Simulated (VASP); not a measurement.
Input of a VASP 6.6.1 run:

Contents of POSCAR:

```
BaHfO3
1.0
    4.1770587708      0.0000000000      0.0000000000
    0.0000000000      4.1770587708      0.0000000000
    0.0000000000      0.0000000000      4.1770587708
Ba Hf O
1 1 3
Direct
    0.0000000000      0.0000000000      0.0000000000
    0.5000000000      0.5000000000      0.5000000000
    0.5000000000      0.5000000000      0.0000000000
    0.5000000000      0.0000000000      0.5000000000
    0.0000000000      0.5000000000      0.5000000000
```

Contents of INCAR.step1:

```
PREC = Accurate ; ENCUT = 520
EDIFF = 1E-5 ; ISMEAR = 0
SIGMA = 0.01 ; LREAL = F
LASPH = T ; NELM = 80
ALGO = Normal ; ISIF = 2
LWAVE = T ; LCHARG = F
NBANDS = 27 ; GGA = PE
```

INCAR.step2

```
PREC = Accurate ; ENCUT = 520
EDIFF = 1E-7 ; ISMEAR = 0
SIGMA = 0.01 ; LREAL = F
LASPH = T ; NELM = 80
ALGO = Normal ; ISIF = 2
LWAVE = F ; LCHARG = F
GGA = PE ; LHFCALC = T
AEXX = 0.25 ; PRECFOCK = Fast
NBANDS = 27 ; ISTART = 1
```

The input KPOINTS:

```
regular mesh
0
Gamma
  4 4 4
```

Potentials or basis: VASP PAW PBE potentials, release 64 (Ba_sv, Hf_pv, O).

Command:

```bash
$ cat potpaw_PBE.64/Ba_sv/POTCAR potpaw_PBE.64/Hf_pv/POTCAR potpaw_PBE.64/O/POTCAR > POTCAR
$ cp INCAR.step1 INCAR
$ mpirun -np 1 vasp_std > vasp.out
$ cp INCAR.step2 INCAR
$ mpirun -np 1 vasp_std > vasp.out
```

**Question.** Predict the band gap on the k mesh.

**Answer.** 5.81 eV (least direct gap 6.06 eV).

**Question.** Predict the pressure.

**Answer.** -1.6 GPa.

Caveat: the PAW data sets were made with another functional, which shifts forces and pressure a little; spin-orbit coupling is left out, which moves the levels of the heavy elements. A k mesh can miss the band edges.
